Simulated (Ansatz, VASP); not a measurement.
## Two plane-wave programs on TiO2

```xyz
6
Lattice="4.7813 0.0000 0.0000 0.0000 4.7813 0.0000 0.0000 0.0000 2.9929" Properties=species:S:1:pos:R:3 pbc="T T T"
Ti    0.0000    0.0000    0.0000
Ti    2.3906    2.3906    1.4964
O     1.4590    1.4590    0.0000
O     0.9317    3.8496    1.4964
O     3.3223    3.3223    0.0000
O     3.8496    0.9317    1.4964
```

Change from the starting cell: strain +0.040 along x and y, +0.000 along z, atoms carried along.

Alike in both runs: task single point; functional r2SCAN; k mesh 6 × 6 × 8; occupations gaussian, width 0.05 eV; no spin polarisation; Hubbard terms Ti d U = 4.0 eV.

|  | VASP | Ansatz |
| --- | --- | --- |
| version | VASP 6.6.1 | Ansatz 0.2.0 |
| potentials or method | VASP PAW PBE potentials, release 64 (Ti_sv, O), cutoff 520 eV | scalar-relativistic, plane waves, PAW |
| valence electrons in the cell | 48 | 48 |

VASP gave:

```
gap on the k mesh at the Fermi level (eV)                     : 2.56
least direct gap on the mesh (eV)                             : 2.59
pressure (GPa)                                                : -11.3
traceless stress, the component that is largest in VASP (GPa) : 4.48
rms of the force components (eV/Å)                            : 0.115
```

Problem. What did Ansatz give for the same quantities?

Solution. gap on the k mesh at the Fermi level (eV): 2.47; least direct gap on the mesh (eV): 2.53; pressure (GPa): -15.0; traceless stress, the component that is largest in VASP (GPa): 3.84; rms of the force components (eV/Å): 0.200.

VASP's potentials were made for PBE, not for r2SCAN. The programs project onto different local orbitals, so the same U acts differently, and such runs can settle in different states. Atom by atom the forces differ by 0.085 eV/Å (rms over components).
